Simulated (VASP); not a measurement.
A run of VASP 6.6.1:

The input POSCAR:

```
Nb
1.0
    0.0000000000      2.1150000000      2.2207500000
    2.1150000000      0.0000000000      2.2207500000
    2.1150000000      2.1150000000      0.0000000000
Nb
1
Direct
    0.0000000000      0.0000000000      0.0000000000
```

Contents of INCAR.step1:

```
PREC = Accurate
ENCUT = 520
ISMEAR = 0
SIGMA = 0.15
LREAL = F
LASPH = T
NELM = 100
NBANDS = 12
GGA = PE
ALGO = Normal
EDIFF = 1E-4
LWAVE = T
LCHARG = F
```

File INCAR.step2:

```
PREC = Accurate
ENCUT = 520
EDIFF = 1E-7
ISMEAR = 0
SIGMA = 0.15
LREAL = F
LASPH = T
NELM = 100
ALGO = Normal
ISIF = 2
LWAVE = F
LCHARG = F
METAGGA = R2SCAN
LMIXTAU = T
NBANDS = 12
ISTART = 1
```

Contents of KPOINTS:

```
Automatic mesh
0
Gamma
  20 20 20
```

Potentials or basis: VASP PAW PBE potentials, release 64 (Nb_sv).

Command:

```bash
$ cat potpaw_PBE.64/Nb_sv/POTCAR > POTCAR
$ cp INCAR.step1 INCAR
$ mpirun -np 1 vasp_std > vasp.out
$ cp INCAR.step2 INCAR
$ mpirun -np 1 vasp_std > vasp.out
```

Hardware: 1 thread of AMD EPYC 7R43 64-Core Processor (Zen 3) (shared host).

Q: Estimate the wall time of this run.

A: Wall time 21 min on 1 thread of AMD EPYC 7R43 64-Core Processor (Zen 3), on a shared host, peak memory 0.22 GiB. Counts: k points 641.
